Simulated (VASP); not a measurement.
A run of VASP 6.6.1:

INCAR

```
  PREC = Accurate
  ENCUT = 600
  EDIFF = 1E-6
  ISMEAR = -1
  SIGMA = 0.05
  LREAL = False
  LASPH = True
  NELM = 80
  ALGO = Normal
  ISIF = 3
  LWAVE = False
  LCHARG = False
  GGA = RE
  IBRION = 2
  NSW = 80
  EDIFFG = -0.01
```

Contents of KPOINTS:

```
Automatic mesh
0
Gamma
  6 6 6
```

File POSCAR:

```
Si
1.0
    0.0000000000      2.7153500000      2.7153500000
    2.7153500000      0.0000000000      2.7153500000
    2.7153500000      2.7153500000      0.0000000000
Si
2
Direct
    0.5000000000      0.5000000000      0.5000000000
    0.7500000000      0.7500000000      0.7500000000
```

Potentials or basis: VASP PAW PBE potentials, release 64 (Si).

Run with:

```sh
$ cat potpaw_PBE.64/Si/POTCAR > POTCAR
$ mpirun -np 1 vasp_std > vasp.out
```

Hardware: 1 thread of Intel(R) Xeon(R) 6975P-C (Granite Rapids), with other jobs on the host.

Problem. Estimate the wall time of this run.

Solution. It took 5.7 s on 1 thread of Intel(R) Xeon(R) 6975P-C (Granite Rapids) (shared host), peak memory 0.16 GiB. Counts: scf iterations 24, k points 16, ion steps 3.
